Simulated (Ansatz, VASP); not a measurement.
## Ba2SrN2 in VASP and in Ansatz

File INCAR:

```
SYSTEM = Ba2SrN2
  PREC = Accurate
  ENCUT = 520
  EDIFF = 1E-6
  ISMEAR = -1
  SIGMA = 0.05
  LREAL = .FALSE.
  LASPH = .TRUE.
  NELM = 60
  ALGO = Normal
  ISIF = 2
  LWAVE = .FALSE.
  LCHARG = .FALSE.
  GGA = PE
  IVDW = 13
  NBANDS = 28
```

KPOINTS

```
Automatic mesh
0
G
  6 6 2
  0 0 0
```

The input POSCAR:

```
Ba2SrN2
1.0
    4.0574533825      0.0000000000      0.0000000000
   -2.0287266913      3.5138577706      0.0000000000
    0.0000000000      0.0000000000     10.9015634532
Ba Sr N
2 1 2
Direct
    0.6666666667      0.3333333333      0.2154780000
    0.3333333333      0.6666666667      0.7845220000
    0.0000000000      0.0000000000      0.5000000000
    0.6666666667      0.3333333333      0.6607440000
    0.3333333333      0.6666666667      0.3392560000
```

Input for Ansatz:

```yaml
crystal:
  lattice:
    - [4.057453382529795, 0.0, 0.0]
    - [-2.0287266912648976, 3.5138577705708185, 0.0]
    - [0.0, 0.0, 10.9015634532159]
  atoms:
    - { symbol: Ba, position: [0.6666666666666666, 0.3333333333333333, 0.215478] }
    - { symbol: Ba, position: [0.3333333333333333, 0.6666666666666666, 0.784522] }
    - { symbol: Sr, position: [0.0, 0.0, 0.5] }
    - { symbol: "N", position: [0.6666666666666666, 0.3333333333333333, 0.660744] }
    - { symbol: "N", position: [0.3333333333333333, 0.6666666666666666, 0.339256] }
kpoints:
  mp_grid:
    grid: [6, 6, 2]
hamiltonian:
  xc: pbe
  dispersion: d4
  pseudopotentials:
    kind: nc
scf:
  occupations:
    method: fermi_dirac
    width: 0.05
output:
  stress: true
```

Alike in both runs: task single point; functional PBE; dispersion D4; k mesh 6 × 6 × 2; occupations fermi-dirac, width 0.05 eV; no spin polarisation.

```csv
,VASP,Ansatz
version,VASP 6.6.1,Ansatz 0.2.0
potentials or method,"VASP PAW PBE potentials, release 64 (Ba_sv, Sr_sv, N)","plane waves, norm-conserving potentials"
plane-wave cutoff (eV),520,1240
valence electrons in the cell,40,40
```

```csv
,VASP,Ansatz,Ansatz less VASP
pressure (GPa),-4.2,-4.9,-0.71
"traceless stress, the component that is largest in VASP (GPa)",0.08,0.20,+0.120
```

Spin-orbit coupling is off throughout.
